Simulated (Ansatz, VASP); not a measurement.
Sb in VASP and in Ansatz

POSCAR

```
Sb
1.0
    0.0000000000      2.3712425216      2.3712425216
    2.3712425216      0.0000000000      2.3712425216
    2.3712425216      2.3712425216      0.0000000000
Sb
1
Direct
    0.0000000000      0.0000000000      0.0000000000
```

The input INCAR.step1:

```
PREC = Accurate
ENCUT = 520
EDIFF = 1E-5
ISMEAR = -1
SIGMA = 0.05
LREAL = False
LASPH = True
NELM = 80
ALGO = Normal
ISIF = 2
LWAVE = True
NBANDS = 8
GGA = PE
```

INCAR.step2

```
PREC = Accurate
ENCUT = 520
EDIFF = 1E-6
ISMEAR = -1
SIGMA = 0.05
LREAL = False
LASPH = True
NELM = 80
ALGO = Normal
ISIF = 2
LWAVE = False
LCHARG = True
GGA = PS
LHFCALC = True
AEXX = 0.25
HFSCREEN = 0.207
PRECFOCK = Normal
LELF = True
LVHAR = True
NBANDS = 8
ISTART = 1
```

Contents of KPOINTS:

```
Automatic mesh
0
Gamma
  5 5 5
```

input

```
crystal:
  lattice:
    - [0.0, 2.3712425216, 2.3712425216]
    - [2.3712425216, 0.0, 2.3712425216]
    - [2.3712425216, 2.3712425216, 0.0]
  atoms:
    - { symbol: Sb, position: [0.0, 0.0, 0.0] }
hamiltonian:
  xc:
    exchange: hjs_pbesol
    correlation: pbesol
    exx: { coeff: 0.25, omega: 0.207 }
  pseudopotentials: { kind: paw }
kpoints:
  mp_grid: { grid: [5, 5, 5] }
  band_path:
    path:
      - [[0.0, 0.0, 0.0], [0.5, 0.0, 0.5], [0.5, 0.25, 0.75], [0.375, 0.375, 0.75], [0.0, 0.0, 0.0], [0.5, 0.5, 0.5], [0.625, 0.25, 0.625], [0.5, 0.25, 0.75], [0.5, 0.5, 0.5], [0.375, 0.375, 0.75]]
      - [[0.625, 0.25, 0.625], [0.5, 0.0, 0.5]]
    npoints: 4
scf:
  occupations: { method: fermi_dirac, width: 0.05 }
  n_extra_bands: 6
output:
  forces: true
  stress: true
  eigenvalues: true
  fatbands: false
  write_density: true
  write_potential: true
  elf: true
  volumetric_format: npy
```

Alike in both runs: functional PBEsol-based screened hybrid with a share of 0.25 of exact exchange and HFSCREEN = 0.207; k mesh 5 × 5 × 5; occupations fermi-dirac, width 0.05 eV; no spin polarisation.

|  | VASP | Ansatz |
| --- | --- | --- |
| version | VASP 6.6.1 | Ansatz 0.2.0 |
| potentials or method | VASP PAW PBE potentials, release 64 (Sb) | Ansatz PAW |
| plane-wave cutoff (eV) | 520 | 420 |
| valence electrons in the cell | 5 | 15 |
| task | single point | band structure |

|  | VASP | Ansatz | Ansatz less VASP |
| --- | --- | --- | --- |
| gap on the k mesh at the Fermi level (eV) | none | none | - |
| pressure (GPa) | -2.9 | -2.0 | +0.97 |

VASP's potentials were made for PBE, not for PBEsol-based screened hybrid. A gap of «none» marks a metal or a gap that the smearing closes. With one functional, cell and mesh, what is left measures potentials, basis and numerics. VASP's potentials hold 5 valence electrons a cell and Ansatz's 15, so a difference there can come from the potentials and not from the codes.

The k mesh is coarse, so the values compare programs but aren't converged. Neither program's run includes spin-orbit coupling.
